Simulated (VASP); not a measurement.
# MnS: single point with revPBE

MnS:

```
Mn S
1.0
     0.00000    2.47346    2.47346
     2.47346    0.00000    2.47346
     2.47346    2.47346    0.00000
Mn S
1 1
Direct
  0.00000 0.00000 0.00000
  0.75000 0.75000 0.75000
```

```yaml
Program: VASP 6.6.1
Task: single point
Functional: revPBE
Potentials_or_basis: VASP PAW PBE potentials, release 64 (Mn_pv, S)
Cutoff: 520 eV
k_mesh: 9 × 9 × 9
Occupations: fermi-dirac, width 0.05 eV
Spin: collinear spin, ferromagnetic start
Starting_moments: "[4.0, 0.0] μB"
```

- Pressure: 5.3 GPa
- Net moment: -0.21 μB per cell
- Site moments: Mn -0.21; S +0.01 μB
- Valence electrons inside the program's atomic spheres: Mn 12.02; S 3.76

Levels at points of the mesh, in eV from the Fermi level:
Spin up:
```tsv
k point	band 7	band 8	band 9	band 10	band 11	band 12
(0.00, 0.00, 0.00)	-4.69	-0.65	-0.65	3.72	3.72	3.72
```
Spin down:
| k point | band 8 | band 9 | band 10 | band 11 | band 12 | band 13 |
| --- | --- | --- | --- | --- | --- | --- |
| (0.00, 0.00, 0.00) | -0.91 | -0.91 | 3.65 | 3.65 | 3.65 | 3.83 |

Run time: 3.2 min on 1 thread of AMD EPYC 7R13, with other jobs on the host, peak memory 0.16 GiB.

Caveat: the PAW data sets were made with another functional, which shifts forces and pressure a little; the moment fell far below its start of 4 μB, so a state of higher moment may lie lower in energy; semilocal functionals often make such compounds metallic where correlation or magnetic order opens a gap, which also shifts bond lengths. With open d or f shells a metallic result of revPBE can be an artefact of self-interaction; +U or a hybrid may open a gap.
